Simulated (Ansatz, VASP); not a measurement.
Li: VASP beside Ansatz

```xyz
2
Lattice="3.4500 0.0000 0.0000 0.0000 3.4500 0.0000 0.0000 0.0000 3.4500" Properties=species:S:1:pos:R:3 pbc="T T T"
Li    0.0000    0.0000    0.0000
Li    1.7250    1.7250    1.7250
```

Alike in both runs: task relaxation of cell and atoms; functional LDA; k mesh 20 × 20 × 20; occupations methfessel-paxton of order 1, width 0.1 eV; no spin polarisation.

|  | VASP | Ansatz |
| --- | --- | --- |
| version | VASP 6.6.1 | Ansatz 0.2.0 |
| potentials or method | VASP PAW LDA potentials, release 64 (Li_sv) | scalar-relativistic, plane waves, PAW |
| plane-wave cutoff (eV) | 600 | 420 |
| valence electrons in the cell | 6 | 6 |

|  | VASP | Ansatz | Ansatz less VASP |
| --- | --- | --- | --- |
| gap on the k mesh at the Fermi level, each at its own relaxed structure (eV) | none | none | - |
| relaxed volume (Å³/atom) | 18.73 | 19.00 | +0.277 |
| relaxed cell length with the largest relative difference (Å) | 3.346 | 3.362 | +0.0164 |

LDA's correlation is that of Perdew and Zunger in VASP and of Perdew and Wang (1992) in Ansatz. A gap of «none» marks a metal or a gap that the smearing closes.

Noted on VASP's run: the cutoff is short for stress, so the pressure is rough.
